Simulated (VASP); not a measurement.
# Cs2AgBiBr6 (Fm-3m) in VASP: notebook, part 3 of 3

VASP 6.6.1.

**6. Single point, r2SCAN (37.61 Å³/atom)**

This run uses another cell than the first one, of 37.61 Å³/atom.

Input file POSCAR:

```
Cs2AgBiBr6
1.0
    0.0000000000      5.7289729162      5.7289729162
    5.7289729162      0.0000000000      5.7289729162
    5.7289729162      5.7289729162      0.0000000000
Cs Ag Bi Br
2 1 1 6
Direct
    0.2500000000      0.2500000000      0.2500000000
    0.7500000000      0.7500000000      0.7500000000
    0.5000000000      0.5000000000      0.5000000000
    0.0000000000      0.0000000000      0.0000000000
    0.2518243557      0.7481756443      0.2518243557
    0.2518243557      0.7481756443      0.7481756443
    0.7481756443      0.2518243557      0.7481756443
    0.7481756443      0.2518243557      0.2518243557
    0.2518243557      0.2518243557      0.7481756443
    0.7481756443      0.7481756443      0.2518243557
```

Input file INCAR.step1:

```
SYSTEM = Cs2AgBiBr6
ALGO     = Normal         ! electronic algorithm
EDIFF    = 1E-4           ! SCF threshold, eV
ENCUT    = 520            ! plane-wave cutoff, eV
GGA      = PE             ! functional
ISMEAR   = 0              ! smearing method
LASPH    = .TRUE.         ! aspherical terms in the spheres
LCHARG   = .FALSE.        ! write CHGCAR
LREAL    = .FALSE.        ! projectors in reciprocal space
LWAVE    = .TRUE.         ! write WAVECAR
NBANDS   = 54             ! bands
NELM     = 80             ! most SCF steps
PREC     = Accurate       ! precision mode
SIGMA    = 0.01           ! smearing width, eV
```

Input file INCAR.step2:

```
SYSTEM = Cs2AgBiBr6
ALGO     = Normal         ! electronic algorithm
EDIFF    = 1E-6           ! SCF threshold, eV
ENCUT    = 520            ! plane-wave cutoff, eV
ISIF     = 2              ! what is computed and relaxed
ISMEAR   = 0              ! smearing method
ISTART   = 1            
LASPH    = .TRUE.         ! aspherical terms in the spheres
LCHARG   = .FALSE.        ! write CHGCAR
LMIXTAU  = .TRUE.       
LREAL    = .FALSE.        ! projectors in reciprocal space
LWAVE    = .FALSE.        ! write WAVECAR
METAGGA  = R2SCAN         ! meta-GGA
NBANDS   = 54             ! bands
NELM     = 80             ! most SCF steps
PREC     = Accurate       ! precision mode
SIGMA    = 0.01           ! smearing width, eV
```

Input file KPOINTS:

```
k-points
0
G
  4 4 4
  0 0 0
```

Potentials or basis: VASP PAW PBE potentials, release 64 (Cs_sv, Ag, Bi_d, Br).

Run with:

```
$ cat potpaw_PBE.64/Cs_sv/POTCAR potpaw_PBE.64/Ag/POTCAR potpaw_PBE.64/Bi_d/POTCAR potpaw_PBE.64/Br/POTCAR > POTCAR
$ cp INCAR.step1 INCAR
$ mpirun -np 1 vasp_std > vasp.out
$ cp INCAR.step2 INCAR
$ mpirun -np 1 vasp_std > vasp.out
```

OUTCAR:

```text
SYSTEM = Cs2AgBiBr6
   EDIFF = 1E-6
   ENCUT = 520
   ISIF = 2
   ISMEAR = 0
   ISTART = 1
   LASPH = .TRUE.
   LREAL = .FALSE.
   METAGGA = R2SCAN
   NELM = 80
   PREC = Accurate

 ion  position               nearest neighbor table
   1  0.250  0.250  0.250-
   2  0.750  0.750  0.750-
   3  0.500  0.500  0.500-   5 2.84   6 2.84   7 2.84   8 2.84   9 2.84  10 2.84
   4  0.000  0.000  0.000-   5 2.89   6 2.89   7 2.89   8 2.89   9 2.89  10 2.89
   5  0.252  0.748  0.252-   3 2.84   4 2.89
   6  0.252  0.748  0.748-   3 2.84   4 2.89
   7  0.748  0.252  0.748-   3 2.84   4 2.89
   8  0.748  0.252  0.252-   3 2.84   4 2.89
   9  0.252  0.252  0.748-   3 2.84   4 2.89
  10  0.748  0.748  0.252-   3 2.84   4 2.89

  LATTYP: Found a face centered cubic cell.
 ALAT       =    11.4579458324

  Lattice vectors:

 A1 = (   0.0000000000,   5.7289729162,   5.7289729162)
 A2 = (   5.7289729162,   0.0000000000,   5.7289729162)
 A3 = (   5.7289729162,   5.7289729162,   0.0000000000)

Analysis of symmetry for initial positions (statically):
=====================================================================
 Subroutine PRICEL returns:
 Original cell was already a primitive cell.

 Routine SETGRP: Setting up the symmetry group for a
 face centered cubic supercell.

 Subroutine GETGRP returns: Found 48 space group operations
 (whereof 48 operations were pure point group operations)
 out of a pool of 48 trial point group operations.

The static configuration has the point symmetry O_h .

Analysis of symmetry for dynamics (positions and initial velocities):
=====================================================================
 Subroutine PRICEL returns:
 Original cell was already a primitive cell.

 Routine SETGRP: Setting up the symmetry group for a
 face centered cubic supercell.

 Subroutine GETGRP returns: Found 48 space group operations
 (whereof 48 operations were pure point group operations)
 out of a pool of 48 trial point group operations.

The dynamic configuration has the point symmetry O_h .

 Subroutine INISYM returns: Found 48 space group operations
 (whereof 48 operations are pure point group operations),
 and found     1 'primitive' translations

----------------------------------------------------------------------------------------

                                     Primitive cell

  volume of cell :     376.0627

  direct lattice vectors                    reciprocal lattice vectors
     0.000000000  5.728972916  5.728972916    -0.087275679  0.087275679  0.087275679
     5.728972916  0.000000000  5.728972916     0.087275679 -0.087275679  0.087275679
     5.728972916  5.728972916  0.000000000     0.087275679  0.087275679 -0.087275679

  length of vectors
     8.101991197  8.101991197  8.101991197     0.151165910  0.151165910  0.151165910

  position of ions in fractional coordinates (direct lattice)
     0.250000000  0.250000000  0.250000000
     0.750000000  0.750000000  0.750000000
     0.500000000  0.500000000  0.500000000
     0.000000000  0.000000000  0.000000000
[... 50 lines left out ...]
  0.500000  0.000000  0.000000      4.000000
  0.250000  0.250000  0.000000      6.000000
  0.500000  0.250000  0.000000     24.000000
 -0.250000  0.250000  0.000000     12.000000
  0.500000  0.500000  0.000000      3.000000
 -0.250000  0.500000  0.250000      6.000000
   k-points           NKPTS =      8   k-points in BZ     NKDIM =      8   number of bands    NBANDS=     54
   number of dos      NEDOS =    301   number of ions     NIONS =     10
   total plane-waves  NPLWV = 216000
   dimension x,y,z NGX =    60 NGY =   60 NGZ =   60
   dimension x,y,z NGXF=   120 NGYF=  120 NGZF=  120
   ions per type =               2   1   1   6
   NGX,Y,Z   is equivalent  to a cutoff of  12.31, 12.31, 12.31 a.u.
   NGXF,Y,Z  is equivalent  to a cutoff of  24.62, 24.62, 24.62 a.u.
 SYSTEM =  Cs2AgBiBr6
   PREC   = accura    normal or accurate (medium, high low for compatibility)
   ISTART =      1    job   : 0-new  1-cont  2-samecut
   ICHARG =      0    charge: 1-file 2-atom 10-const
   ISPIN  =      1    spin polarized calculation?
   LNONCOLLINEAR =      F non collinear calculations
   LSORBIT =      F    spin-orbit coupling
   LASPH  =      T    aspherical Exc in radial PAW
   ENCUT  =  520.0 eV  38.22 Ry    6.18 a.u.  15.06 15.06 15.06*2*pi/ulx,y,z
   NELM   =     80;   NELMIN=  2; NELMDL=  0     # of ELM steps
   EDIFF  = 0.1E-05   stopping-criterion for ELM
   LREAL  =      F    real-space projection
   EDIFFG = 0.1E-04   stopping-criterion for IOM
   NSW    =      0    number of steps for IOM
   IBRION =     -1    ionic relax: 0-MD 1-quasi-New 2-CG
   NFREE  =      0    steps in history (QN), initial steepest desc. (CG)
   ISIF   =      2    stress and relaxation
   ISYM   =      2    0-nonsym 1-usesym 2-fastsym
   POTIM  = 0.5000    time-step for ionic-motion
   TEBEG  =    0.0;   TEEND  =   0.0 temperature during run
   PSTRESS=    0.0 pullay stress
   NELECT =      86.0000    total number of electrons
   NUPDOWN=      -1.0000    fix difference up-down
   EMIN   =  10.00;   EMAX   =-10.00  energy-range for DOS
   EFERMI =   0.00;   METHOD = LEGACY
   ISMEAR =     0;   SIGMA  =   0.01  broadening in eV -4-tet -1-fermi 0-gaus
   EFERMI_NEDOS =   21; number of points for ismear=-14 and -15
   IALGO  =     38    algorithm
   IMIX   =      4    mixing-type and parameters
     AMIX     =   0.40;   BMIX     =  1.00
     AMIX_MAG =   1.60;   BMIX_MAG =  1.00
  volume/ion in A,a.u.               =      37.61       253.78
  Fermi-wavevector in a.u.,A,eV,Ry     =   1.001123  1.891849 13.636409  1.002248
  Thomas-Fermi vector in A             =   2.133525
   LORBIT       =      0    0 simple, 1 ext, 2 COOP (PROOUT), +10 PAW based schemes
   METAGGA = R2SCAN    functional components
   LHFCALC =     F    Hartree Fock is set to
   AEXX    =    0.0000 exact exchange contribution
   IVDW    =     0    specifies the selected vdW correction
   LEPSILON=     F    determine dielectric tensor
   LRPA    =     F    only Hartree local field effects (RPA)
 non-spin polarized calculation
 Gauss-broadening in eV      SIGMA  =   0.01
  energy-cutoff  :      520.00
  volume of cell :      376.06
 maximum number of plane-waves:     10144
   NGX = 31   NGY = 31   NGZ = 31

 number of electron      85.9999994 magnetization

 Free energy of the ion-electron system (eV)
  ---------------------------------------------------
  ext. energy  EPLUGINS =         0.00000000
  ---------------------------------------------------
  free energy    TOTEN  =      -222.50053977 eV

  energy without entropy =     -222.50053977  energy(sigma->0) =     -222.50053977

 E-fermi :   0.6457     XC(G=0):  -8.3202

 val. band max:        0.5572974524   @ k =   0.5000   0.5000   0.0000
 cond. band min:       2.2445802376   @ k =   0.5000   0.0000   0.0000
 fundamental gap:      1.6872827852
 Fermi energy:         0.6456636748

 k-point     1 :       0.0000    0.0000    0.0000
  band No.  band energies     occupation
      1     -23.2273      2.00000
      2     -23.2273      2.00000
      3     -23.1967      2.00000
      4     -23.1967      2.00000
      5     -23.1967      2.00000
      6     -20.6946      2.00000
[... 445 lines left out ...]
     53       7.2353      0.00000
     54       7.6041      0.00000

------------------------ aborting loop because EDIFF is reached ----------------------------------------

  FORCE on cell =-STRESS in cart. coord.  units (eV):
  Direction    XX          YY          ZZ          XY          YZ          ZX
  --------------------------------------------------------------------------------------
  -------------------------------------------------------------------------------------
  Total       -1.7903790     -1.7903790     -1.7903790     -0.0000000      0.0000000     -0.0000000
  in kB       -7.6277288     -7.6277288     -7.6277288     -0.0000000      0.0000000     -0.0000000
  external PRESSURE =      -7.6277288 kB  Pullay stress =       0.0000000 kB

 VOLUME and BASIS-vectors are now :
 -----------------------------------------------------------------------------
  energy-cutoff  :      520.00
  volume of cell :      376.06
      direct lattice vectors                 reciprocal lattice vectors
     0.000000000  5.728972916  5.728972916    -0.087275679  0.087275679  0.087275679
     5.728972916  0.000000000  5.728972916     0.087275679 -0.087275679  0.087275679
     5.728972916  5.728972916  0.000000000     0.087275679  0.087275679 -0.087275679

 POSITION                                       TOTAL-FORCE (eV/Angst)
 -----------------------------------------------------------------------------------
      2.86449      2.86449      2.86449         0.000000     -0.000000      0.000000
      8.59346      8.59346      8.59346         0.000000     -0.000000      0.000000
      5.72897      5.72897      5.72897         0.000000     -0.000000      0.000000
      0.00000      0.00000      0.00000         0.000000     -0.000000      0.000000
      5.72897      2.88539      5.72897         0.000000     -0.078967      0.000000
      8.57256      5.72897      5.72897         0.078967     -0.000000      0.000000
      5.72897      8.57256      5.72897         0.000000      0.078967      0.000000
      2.88539      5.72897      5.72897        -0.078967     -0.000000      0.000000
      5.72897      5.72897      2.88539         0.000000     -0.000000     -0.078967
      5.72897      5.72897      8.57256         0.000000     -0.000000      0.078967
 -----------------------------------------------------------------------------------
    total drift:                               -0.000000      0.000000      0.000000

  FREE ENERGIE OF THE ION-ELECTRON SYSTEM (eV)
  ---------------------------------------------------
  free  energy   TOTEN  =      -222.5005397725 eV

  energy  without entropy=     -222.5005397725  energy(sigma->0) =     -222.50053977
```

It took 7.1 min on 1 thread of Intel Xeon 6975P-C (Granite Rapids), shared host; peak memory 0.65 GiB.

What came out:

```yaml
Free_energy: -222.5005 eV
Pressure: -0.8 GPa
Largest_force: 0.079 eV/Å
Band_gap_on_the_k_mesh: 1.69 eV (least direct gap 2.77 eV)
```

Forces on the atoms (eV/Å):
```
Cs   0.000  0.000  0.000
Cs   0.000  0.000  0.000
Ag   0.000  0.000  0.000
Bi   0.000  0.000  0.000
Br   0.000 -0.079  0.000
Br   0.079  0.000  0.000
Br   0.000  0.079  0.000
Br  -0.079  0.000  0.000
Br   0.000  0.000 -0.079
Br   0.000  0.000  0.079
```

Caveat: the PAW data sets were made with another functional, which shifts forces and pressure a little; spin-orbit coupling is left out, which moves the levels of the heavy elements. r2SCAN opens gaps a little over a GGA but as a rule still falls short of measured ones.

**7. Summary**

| cell | gap on the mesh (eV) | pressure (GPa) | largest force (eV/Å) |
| --- | --- | --- | --- |
| a = 7.942 Å, angles 60.0°, 10 atoms | 1.62 | 0.9 | 0.10 |
| a = 8.180 Å, angles 60.0°, 10 atoms | 1.71 | -1.4 | 0.16 |
| a = 8.023 Å, angles 60.0°, 10 atoms | 1.66 | 0.0 | 0.01 |
| a = 8.102 Å, angles 60.0°, 10 atoms | 1.69 | -0.8 | 0.08 |

Alike in all rows: task single point; level r2SCAN; potentials or basis VASP PAW PBE potentials, release 64 (Cs_sv, Ag, Bi_d, Br); no spin polarisation; k mesh 4 × 4 × 4; cutoff (eV) 520; smearing gaussian 0.01 eV.

Caveats: the PAW data sets were made with another functional, which shifts forces and pressure a little; spin-orbit coupling is left out, which moves the levels of the heavy elements.

Total energies depend on the potentials used, so only differences within one code and one set of settings carry meaning.
